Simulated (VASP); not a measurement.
# Si (Fd-3m) in VASP: a series of runs, part 2 of 2

VASP 6.6.1.

## Step 4: Relaxation of cell and atoms, PBE

INCAR

```
SYSTEM = Si
ALGO = Normal
EDIFF = 1E-7
EDIFFG = -0.002
ENCUT = 500
GGA = PE
GGA_COMPAT = .FALSE.
IBRION = 2
ISIF = 3
ISMEAR = 0
LASPH = .TRUE.
LCHARG = .FALSE.
LREAL = .FALSE.
LWAVE = .FALSE.
NELM = 120
NELMIN = 4
NSW = 100
PREC = Accurate
SIGMA = 0.02
```

KPOINTS

```
k-points
0
G
  10 10 10
  0 0 0
```

POSCAR

```
Si
1.0
    0.0000000000      2.7154705000      2.7154705000
    2.7154705000      0.0000000000      2.7154705000
    2.7154705000      2.7154705000      0.0000000000
Si
2
Direct
    0.0000000000      0.0000000000      0.0000000000
    0.2500000000      0.2500000000      0.2500000000
```

Potentials or basis: VASP PAW PBE potentials, release 64 (Si).

The run is started by

```bash
$ cat potpaw_PBE.64/Si/POTCAR > POTCAR
$ mpirun -np 1 vasp_std > vasp.out
```

OUTCAR:

```text
SYSTEM = Si
   EDIFF = 1E-7
   EDIFFG = -0.002
   ENCUT = 500
   GGA = PE
   IBRION = 2
   ISIF = 3
   ISMEAR = 0
   LASPH = .TRUE.
   LREAL = .FALSE.
   NELM = 120
   NELMIN = 4
   NSW = 100
   PREC = Accurate

 ion  position               nearest neighbor table
   1  0.000  0.000  0.000-   2 2.35   2 2.35   2 2.35   2 2.35
   2  0.250  0.250  0.250-   1 2.35   1 2.35   1 2.35   1 2.35

  LATTYP: Found a face centered cubic cell.
 ALAT       =     5.4309410000

  Lattice vectors:

 A1 = (   0.0000000000,   2.7154705000,   2.7154705000)
 A2 = (   2.7154705000,   0.0000000000,   2.7154705000)
 A3 = (   2.7154705000,   2.7154705000,   0.0000000000)

Analysis of symmetry for initial positions (statically):
=====================================================================
 Subroutine PRICEL returns:
 Original cell was already a primitive cell.

 Routine SETGRP: Setting up the symmetry group for a
 face centered cubic supercell.

 Subroutine GETGRP returns: Found 48 space group operations
 (whereof 24 operations were pure point group operations)
 out of a pool of 48 trial point group operations.

The static configuration has the point symmetry T_d .
 The point group associated with its full space group is O_h .

Analysis of symmetry for dynamics (positions and initial velocities):
[... 231 lines left out ...]
--------------------------------------- Ionic step        3  -------------------------------------------

 number of electron       8.0000000 magnetization

 Free energy of the ion-electron system (eV)
  ---------------------------------------------------
  ext. energy  EPLUGINS =         0.00000000
  ---------------------------------------------------
  free energy    TOTEN  =       -10.84911375 eV

  energy without entropy =      -10.84911375  energy(sigma->0) =      -10.84911375

 E-fermi :   5.7181     XC(G=0):  -9.3277

 val. band max:        5.6176428530   @ k =   0.0000   0.0000   0.0000
 cond. band min:       6.2353092932   @ k =   0.4000   0.4000   0.0000
 fundamental gap:      0.6176664403
 Fermi energy:         5.7181193629

 k-point     1 :       0.0000    0.0000    0.0000
  band No.  band energies     occupation
      1      -6.1980      2.00000
      2       5.6176      2.00000
      3       5.6176      2.00000
      4       5.6176      2.00000
      5       8.1746      0.00000
      6       8.1746      0.00000
      7       8.1746      0.00000
      8       8.7532      0.00000
[... 243 lines left out ...]
 k-point    24 :       0.4000    0.3000    0.0000
  band No.  band energies     occupation
      1      -4.0751      2.00000
      2       0.2248      2.00000
      3       2.8238      2.00000
      4       3.2335      2.00000
      5       6.6944      0.00000
      6       7.8833      0.00000
      7      12.4736      0.00000
      8      12.6139      0.00000

 [... further k-points ...]

------------------------ aborting loop because EDIFF is reached ----------------------------------------

  FORCE on cell =-STRESS in cart. coord.  units (eV):
  Direction    XX          YY          ZZ          XY          YZ          ZX
  --------------------------------------------------------------------------------------
  -------------------------------------------------------------------------------------
  Total        0.0013761      0.0013761      0.0013761      0.0000000      0.0000000      0.0000000
  in kB        0.0539301      0.0539301      0.0539301      0.0000000      0.0000000      0.0000000
  external PRESSURE =       0.0539301 kB  Pullay stress =       0.0000000 kB
[... 17 lines left out ...]
  FREE ENERGIE OF THE ION-ELECTRON SYSTEM (eV)
  ---------------------------------------------------
  free  energy   TOTEN  =       -10.8491137454 eV

  energy  without entropy=      -10.8491137454  energy(sigma->0) =      -10.84911375

 reached required accuracy - stopping structural energy minimisation
```

OSZICAR:

```text
N       E                     dE             d eps       ncg     rms          rms(c)
DAV:   1     0.704332816423E+01    0.70433E+01   -0.30947E+03   752   0.735E+02
DAV:   2    -0.107817098669E+02   -0.17825E+02   -0.17294E+02  1144   0.811E+01
DAV:   3    -0.110231853445E+02   -0.24148E+00   -0.24148E+00   928   0.119E+01
[... 24 lines left out ...]
DAV:   3    -0.108491101929E+02    0.36533E-03   -0.78566E-04   888   0.143E-01    0.397E-02
DAV:   4    -0.108491113029E+02   -0.11100E-05   -0.79092E-06  1016   0.255E-02    0.352E-02
DAV:   5    -0.108491138336E+02   -0.25307E-05   -0.20427E-06   912   0.106E-02    0.801E-03
DAV:   6    -0.108491137292E+02    0.10443E-06   -0.22401E-08   688   0.143E-03    0.390E-03
DAV:   7    -0.108491137454E+02   -0.16207E-07   -0.31713E-08   496   0.151E-03
   3 F= -.10849114E+02 E0= -.10849114E+02  d E =-.492302E-02
```

CONTCAR:

```text
Si
   1.00000000000000
     0.0000000000000000    2.7342305902434321    2.7342305902434321
     2.7342305902434321   -0.0000000000000000    2.7342305902434321
     2.7342305902434321    2.7342305902434321   -0.0000000000000000
  Si
     2
Direct
     0.0000000000000000    0.0000000000000000    0.0000000000000000
     0.2500000000000000    0.2500000000000000    0.2500000000000000

  0.00000000E+00  0.00000000E+00  0.00000000E+00
  0.00000000E+00  0.00000000E+00  0.00000000E+00
```

It took 14 s on 1 thread of Intel Xeon 6975P-C (Granite Rapids), shared host; peak memory 0.15 GiB.

Results:

| Item | Value |
| --- | --- |
| Free energy | -10.8491 eV |
| Relaxed volume | 20.44 Å³/atom |
| Relaxed cell | a = 3.867 Å, b = 3.867 Å, c = 3.867 Å, α = 60.00°, β = 60.00°, γ = 60.00° |
| Space group after relaxing (to 0.1 Å) | Fd-3m (No. 227) |
| Energy gained by relaxing | 2.5 meV/atom |
| Ionic steps | 3 |
| Pressure after relaxing | 0.0 GPa |
| Band gap on the k mesh | 0.62 eV (least direct gap 2.56 eV) |

Step by step:
```
step  energy change (eV)  largest force (eV/Å)  pressure (GPa)  volume (Å³)
   1              0.0000                0.0000            1.93        40.05
   2             -0.0027                0.0000           -1.20        41.46
   3             -0.0049                0.0000            0.01        40.88
```

Final structure:
```
Si
1.0
     0.00000    2.73423    2.73423
     2.73423    0.00000    2.73423
     2.73423    2.73423    0.00000
Si
2
Direct
  0.00000 0.00000 0.00000
  0.25000 0.25000 0.25000
```

A k mesh can miss the band edges. A hybrid or GW would open this gap; PBE tends to underestimate it.

## Step 5: Summary

| task | cell | k mesh | smearing | gap on the mesh (eV) | pressure (GPa) |
| --- | --- | --- | --- | --- | --- |
| single point | a = 3.840 Å, angles 60.0°, 2 atoms | 6 × 6 × 6 | gaussian 0.1 eV | 0.71 | 2.0 |
| single point | a = 3.868 Å, angles 60.0°, 2 atoms | 10 × 10 × 10 | gaussian 0.02 eV | 0.62 | -0.1 |
| relaxation of cell and atoms | relaxed from a = 3.840 Å, angles 60.0°, 2 atoms | 10 × 10 × 10 | gaussian 0.02 eV | 0.62 | 0.0 |

Alike in all rows: level PBE; potentials or basis VASP PAW PBE potentials, release 64 (Si); no spin polarisation; cutoff (eV) 500.

Total energies depend on the potentials used, so only differences within one code and one set of settings carry meaning.
